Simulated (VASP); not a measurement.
Set up this calculation in VASP 6.6.1, as the native input.

```yaml
Task: single point
Functional: PBEsol
Potentials_or_basis: VASP PAW PBE potentials, release 64 (Ru_pv)
Cutoff: 520 eV
k_mesh: 14 × 14 × 14
Occupations: fermi-dirac, width 0.1 eV
Spin: no spin polarisation
Dipole_correction: no
Further_INCAR_settings: ALGO = Normal; EDIFF = 1e-07; NBANDS = 13
```

The structure of Ru lies in POSCAR:

```
Ru
1.0
    2.4809936697      0.0000000000      0.0000000000
    0.0000000000      2.4809936697      0.0000000000
    0.0000000000      0.0000000000      2.4809936697
Ru
1
Direct
    0.0000000000      0.0000000000      0.0000000000
```

The input as run:

INCAR

```
SYSTEM = Ru
PREC = Accurate
ENCUT = 520
EDIFF = 1E-7
ISMEAR = -1
SIGMA = 0.1
LREAL = .FALSE.
LASPH = .TRUE.
NELM = 100
ALGO = Normal
ISIF = 2
LWAVE = .FALSE.
LCHARG = .FALSE.
GGA = PS
NBANDS = 13
```

KPOINTS

```
Automatic mesh
0
G
  14 14 14
  0 0 0
```

Potentials or basis: VASP PAW PBE potentials, release 64 (Ru_pv).

Run with:

```console
$ cat potpaw_PBE.64/Ru_pv/POTCAR > POTCAR
$ mpirun -np 1 vasp_std > vasp.out
```

Results of the run:

- Pressure: 0.4 GPa
- Band gap on the k mesh: zero (band 7 reaches 14.87 eV, above the bottom of band 8 at 10.15 eV)

Caveat: the PAW data sets were made with another functional, which shifts forces and pressure a little.

Run time: 9.8 s on 1 thread of Intel Xeon 6975P-C, with other jobs on the host, peak memory 0.14 GiB.
